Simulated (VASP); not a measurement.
Wanted: the native input for a VASP 6.6.1 run.

- Task: relaxation of cell and atoms
- Functional: r2SCAN
- Potentials or basis: VASP PAW PBE potentials, release 64 (Cd, Se)
- Cutoff: 600 eV
- k mesh: 6 × 6 × 6
- Occupations: fermi-dirac, width 0.02 eV
- Spin: no spin polarisation
- Dipole correction: no
- Further INCAR settings: ALGO = Normal; EDIFF = 1e-06; IBRION = 2; EDIFFG = -0.005; NSW = 80; ISIF = 3

Crystal: CdSe.

```
Cd Se
1.0
     0.00000    3.09862    3.09862
     3.09862    0.00000    3.09862
     3.09862    3.09862    0.00000
Cd Se
1 1
Cartesian
  0.0000 0.0000 0.0000
  4.6479 4.6479 4.6479
```

One way to write it, as run:

POSCAR

```
CdSe
1.0
    0.0000000000      3.0986163502      3.0986163502
    3.0986163502      0.0000000000      3.0986163502
    3.0986163502      3.0986163502      0.0000000000
Cd Se
1 1
Direct
    0.0000000000      0.0000000000      0.0000000000
    0.7500000000      0.7500000000      0.7500000000
```

INCAR.step1

```
SYSTEM = CdSe
PREC = Accurate
ENCUT = 600
ISMEAR = -1
SIGMA = 0.02
LREAL = .FALSE.
LASPH = .TRUE.
NELM = 60
GGA = PE
ALGO = Normal
EDIFF = 1E-4
LWAVE = .TRUE.
LCHARG = .FALSE.
```

INCAR.step2

```
SYSTEM = CdSe
PREC = Accurate
ENCUT = 600
EDIFF = 1E-6
ISMEAR = -1
SIGMA = 0.02
LREAL = .FALSE.
LASPH = .TRUE.
NELM = 60
ALGO = Normal
ISIF = 3
LWAVE = .FALSE.
LCHARG = .FALSE.
METAGGA = R2SCAN
LMIXTAU = .TRUE.
IBRION = 2
NSW = 80
EDIFFG = -0.005
ISTART = 1
```

KPOINTS

```
Automatic mesh
0
G
  6 6 6
  0 0 0
```

Potentials or basis: VASP PAW PBE potentials, release 64 (Cd, Se).

Run with:

```bash
$ cat potpaw_PBE.64/Cd/POTCAR potpaw_PBE.64/Se/POTCAR > POTCAR
$ cp INCAR.step1 INCAR
$ mpirun -np 1 vasp_std > vasp.out
$ cp INCAR.step2 INCAR
$ mpirun -np 1 vasp_std > vasp.out
```

It gave:

* Relaxed volume: 28.95 Å³/atom
* Relaxed cell: a = 4.342 Å, b = 4.342 Å, c = 4.342 Å, α = 60.00°, β = 60.00°, γ = 60.00°
* Space group after relaxing (to 0.05 Å): F-43m (No. 216)
* Energy gained by relaxing: 3.4 meV/atom
* Ionic steps: 3
* Pressure after relaxing: 0.0 GPa
* Band gap on the k mesh: 1.02 eV, direct

Caveat: the PAW data sets were made with another functional, which shifts forces and pressure a little.

Wall time 120 s on 1 thread of AMD EPYC 9R45 96-Core Processor (Zen 5), on a shared host, peak memory 0.2 GiB.
